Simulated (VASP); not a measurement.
Write the native input for VASP 6.6.1 that does the following.

```
Task                   : single point
Functional             : r2SCAN
Potentials or basis    : VASP PAW PBE potentials, release 64 (Ca_sv, O)
Cutoff                 : 520 eV
k mesh                 : 10 × 10 × 10
Occupations            : gaussian, width 0.01 eV
Spin                   : no spin polarisation
Dipole correction      : no
Further INCAR settings : ALGO = Normal; EDIFF = 1e-07; NBANDS = 15
```

The system is CaO.

```
Ca O
1.0
     0.00000    2.30165    2.30165
     2.30165    0.00000    2.30165
     2.30165    2.30165    0.00000
Ca O
1 1
Direct
  0.00000 0.00000 0.00000
  0.50000 0.50000 0.50000
```

This cell differs from its parent crystal: strain -4.0%.

One way to write it, as run:

POSCAR

```
CaO
1.0
    0.0000000000      2.3016481058      2.3016481058
    2.3016481058      0.0000000000      2.3016481058
    2.3016481058      2.3016481058      0.0000000000
Ca O
1 1
Direct
    0.0000000000      0.0000000000      0.0000000000
    0.5000000000      0.5000000000      0.5000000000
```

INCAR.step1

```
SYSTEM = CaO
ALGO     = Normal         ! electronic algorithm
EDIFF    = 1E-4           ! SCF threshold, eV
ENCUT    = 520            ! plane-wave cutoff, eV
GGA      = PE             ! functional
ISMEAR   = 0              ! smearing method
LASPH    = .True.         ! aspherical terms in the spheres
LCHARG   = .False.        ! write CHGCAR
LREAL    = .False.        ! projectors in reciprocal space
LWAVE    = .True.         ! write WAVECAR
NBANDS   = 15             ! bands
NELM     = 80             ! most SCF steps
PREC     = Accurate       ! precision mode
SIGMA    = 0.01           ! smearing width, eV
```

INCAR.step2

```
SYSTEM = CaO
ALGO     = Normal         ! electronic algorithm
EDIFF    = 1E-7           ! SCF threshold, eV
ENCUT    = 520            ! plane-wave cutoff, eV
ISIF     = 2              ! what is computed and relaxed
ISMEAR   = 0              ! smearing method
ISTART   = 1            
LASPH    = .True.         ! aspherical terms in the spheres
LCHARG   = .True.         ! write CHGCAR
LELF     = .True.         ! ELF
LMIXTAU  = .True.       
LREAL    = .False.        ! projectors in reciprocal space
LVHAR    = .True.       
LWAVE    = .False.        ! write WAVECAR
METAGGA  = R2SCAN         ! meta-GGA
NBANDS   = 15             ! bands
NELM     = 80             ! most SCF steps
PREC     = Accurate       ! precision mode
SIGMA    = 0.01           ! smearing width, eV
```

KPOINTS

```
k-points
0
Gamma
  10 10 10
  0 0 0
```

Potentials or basis: VASP PAW PBE potentials, release 64 (Ca_sv, O).

Command:

```bash
$ cat potpaw_PBE.64/Ca_sv/POTCAR potpaw_PBE.64/O/POTCAR > POTCAR
$ cp INCAR.step1 INCAR
$ mpirun -np 1 vasp_std > vasp.out
$ cp INCAR.step2 INCAR
$ mpirun -np 1 vasp_std > vasp.out
```

It gave:

```json
{"Pressure": "20.4 GPa", "Band gap on the k mesh": "4.11 eV, indirect (least direct gap 4.43 eV)"}
```

Caveat: the cell differs from its parent crystal (strain -4.0%); the PAW data sets were made with another functional, which shifts forces and pressure a little.

Run time: 23 s on 1 thread of Intel(R) Xeon(R) 6975P-C (Granite Rapids) (shared host), peak memory 0.15 GiB.
